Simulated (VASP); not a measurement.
Write the native input for VASP 6.6.1 that does the following.

```yaml
Task: single point
Functional: PBEsol
Dispersion: D3(BJ)
Potentials_or_basis: VASP PAW PBE potentials, release 64 (Co, O)
Cutoff: 520 eV
k_mesh: 11 × 11 × 11
Occupations: fermi-dirac, width 0.05 eV
Spin: collinear spin, ferromagnetic start
Starting_moments: "[2.0, 0.0] μB"
Dipole_correction: no
Further_INCAR_settings: ALGO = Normal; EDIFF = 1e-06; NBANDS = 18
```

The structure of CoO lies in POSCAR:

```
CoO
1.0
    1.5322031183      0.8846178828      2.3653544646
   -1.5322031183      0.8846178828      2.3653544646
    0.0000000000     -1.7692357656      2.3653544646
Co O
1 1
Direct
    0.0000000000      0.0000000000      0.0000000000
    0.5000000000      0.5000000000      0.5000000000
```

The input as run:

INCAR

```
  PREC = Accurate
  ENCUT = 520
  EDIFF = 1E-6
  ISMEAR = -1
  SIGMA = 0.05
  LREAL = False
  LASPH = True
  NELM = 150
  ALGO = Normal
  ISIF = 2
  LWAVE = False
  LCHARG = False
  ISPIN = 2
  MAGMOM = 2 0
  LORBIT = 11
  LMAXMIX = 4
  GGA = PS
  IVDW = 12
  NBANDS = 18
```

KPOINTS

```
Automatic mesh
0
Gamma
  11 11 11
```

Potentials or basis: VASP PAW PBE potentials, release 64 (Co, O).

Launch:

```console
$ cat potpaw_PBE.64/Co/POTCAR potpaw_PBE.64/O/POTCAR > POTCAR
$ mpirun -np 1 vasp_std > vasp.out
```

It gave:

```json
{"Pressure": "-0.8 GPa", "Net moment": "2.91 μB per cell", "Site moments": "Co +2.55; O +0.31 μB", "Valence electrons inside the program's atomic spheres": "Co 7.81; O 4.95", "Dispersion energy per atom": "-0.217 eV"}
```

Caveat: the PAW data sets were made with another functional, which shifts forces and pressure a little; a cell with one magnetic atom can't hold antiferromagnetic order, which such compounds often take.

It took 36 s on 1 thread of Intel(R) Xeon(R) 6975P-C (Granite Rapids), on a shared host, peak memory 0.21 GiB.
